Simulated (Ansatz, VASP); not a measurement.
# CsCl in VASP and in Ansatz

The input POSCAR:

```
CsCl
1.0
    4.1406758997      0.0000000000      0.0000000000
    0.0000000000      4.1406758997      0.0000000000
    0.0000000000      0.0000000000      4.1406758997
Cs Cl
1 1
Direct
    0.0000000000      0.0000000000      0.0000000000
    0.5000000000      0.5000000000      0.5000000000
```

The input INCAR.step1:

```
  PREC = Accurate
  ENCUT = 400
  EDIFF = 1E-5
  ISMEAR = 0
  SIGMA = 0.01
  LREAL = False
  LASPH = True
  NELM = 120
  ALGO = Normal
  ISIF = 2
  LWAVE = True
  LCHARG = False
  NBANDS = 15
  GGA = PE
  GGA_COMPAT = False
```

The input INCAR.step2:

```
  PREC = Accurate
  ENCUT = 400
  EDIFF = 1E-6
  ISMEAR = 0
  SIGMA = 0.01
  LREAL = False
  LASPH = True
  NELM = 120
  ALGO = Normal
  ISIF = 2
  LWAVE = False
  LCHARG = False
  GGA = PE
  LHFCALC = True
  AEXX = 1.0
  HFSCREEN = 0.2078
  PRECFOCK = Normal
  NBANDS = 15
  ISTART = 1
  ALDAC = 1.0
  AGGAC = 1.0
  GGA_COMPAT = False
```

File KPOINTS:

```
Automatic mesh
0
Gamma
  4 4 4
```

Input for Ansatz:

```yaml
crystal:
  lattice:
    - [4.1406758997, 0.0, 0.0]
    - [0.0, 4.1406758997, 0.0]
    - [0.0, 0.0, 4.1406758997]
  atoms:
    - { symbol: Cs, position: [0.0, 0.0, 0.0] }
    - { symbol: Cl, position: [0.5, 0.5, 0.5] }
kpoints:
  mp_grid: { grid: [4, 4, 4] }
hamiltonian:
  xc:
    exchange: pbe
    correlation: pbe
    exx: { coeff: 1.0, omega: 0.2078 }
scf:
  occupations: { method: fixed }
  n_extra_bands: 4
output:
  forces: true
  stress: true
  eigenvalues: true
```

Alike in both runs: task single point; functional PBE-based screened hybrid with a share of 1.0 of exact exchange and HFSCREEN = 0.2078; k mesh 4 × 4 × 4; no spin polarisation.

|  | VASP | Ansatz |
| --- | --- | --- |
| version | VASP 6.6.1 | Ansatz 0.2.0 |
| potentials or method | VASP PAW PBE potentials, release 64 (Cs_sv, Cl) | plane waves |
| plane-wave cutoff (eV) | 400 | 420 |
| occupations | gaussian, width 0.01 eV | fixed |
| valence electrons in the cell | 16 | 16 |

|  | VASP | Ansatz | Ansatz less VASP |
| --- | --- | --- | --- |
| gap on the k mesh at the Fermi level (eV) | 10.63 | 10.66 | +0.024 |
| pressure (GPa) | -0.8 | -0.7 | +0.11 |

VASP's potentials were made for PBE, not for PBE-based screened hybrid. Ansatz's warnings: stress exchange threshold loose, stress scf threshold loose.

Neither program's run includes spin-orbit coupling.
